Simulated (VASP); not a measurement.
Input of a VASP 6.6.1 run:

Contents of INCAR:

```
PREC = Accurate
ENCUT = 520
EDIFF = 1E-6
ISMEAR = 0
SIGMA = 0.1
LREAL = Auto
LASPH = T
NELM = 100
ALGO = Normal
ISIF = 2
LWAVE = F
LCHARG = F
LDIPOL = T
IDIPOL = 3
DIPOL = 0.5 0.5 0.527
GGA = RP
NBANDS = 100
LUSENCCL = F
```

File KPOINTS:

```
Automatic mesh
0
Gamma
  6 6 1
```

The input POSCAR:

```
Pt16CO
1.0
    5.5493740188      0.0000000000      0.0000000000
    2.7746870094      4.8058988753      0.0000000000
    0.0000000000      0.0000000000     24.7965673689
Pt C O
16 1 1
Direct
    0.0000000000      0.0000000000      0.3629534631
    0.5000000000      0.0000000000      0.3629534631
    0.0000000000      0.5000000000      0.3629534631
    0.5000000000      0.5000000000      0.3629534631
    0.1666666667      0.1666666667      0.4543178210
    0.6666666667      0.1666666667      0.4543178210
    0.1666666667      0.6666666667      0.4543178210
    0.6666666667      0.6666666667      0.4543178210
   -0.1650556446      0.3325278223      0.5474706602
    0.3325278223      0.3325278223      0.5474706602
   -0.1666666667      0.8333333333      0.5493160231
    0.3325278223      0.8349443554      0.5474706602
   -0.0022035732     -0.0022035732      0.6457893373
    0.5044071464     -0.0022035732      0.6457893373
   -0.0022035732      0.5044071464      0.6457893373
    0.5000000000      0.5000000000      0.6394596517
    0.1666666667      0.1666666667      0.7003079350
    0.1666666667      0.1666666667      0.7480944979
```

Potentials or basis: VASP PAW PBE potentials, release 64 (Pt, C, O).

Command:

```bash
$ cat potpaw_PBE.64/Pt/POTCAR potpaw_PBE.64/C/POTCAR potpaw_PBE.64/O/POTCAR > POTCAR
$ mpirun -np 1 vasp_std > vasp.out
```

Problem. Estimate the largest force.

Solution. 1.120 eV/Å.

Problem. What does it give for the band gap on the k mesh?

Solution. Zero (bands 85 and 86 overlap by 0.77 eV).

Forces in eV/Å, atoms in the order of the input:
```
Pt   0.023  0.013 -0.592
Pt  -0.023  0.013 -0.592
Pt   0.000 -0.027 -0.592
Pt   0.000  0.000 -0.688
Pt   0.000  0.000  0.526
Pt   0.000 -0.032  0.446
Pt  -0.027  0.016  0.446
Pt   0.027  0.016  0.446
Pt  -0.003  0.002  0.000
Pt   0.003  0.002  0.000
Pt   0.000  0.000  0.012
Pt   0.000 -0.004  0.000
Pt  -0.039 -0.023  0.050
Pt   0.039 -0.023  0.050
Pt   0.000  0.045  0.050
Pt   0.000  0.000  0.133
C    0.000  0.000 -0.813
O    0.000  0.000  1.120
```

Caveat: the PAW data sets were made with another functional, which shifts forces and pressure a little; spin-orbit coupling is left out, which moves the levels of the heavy elements.
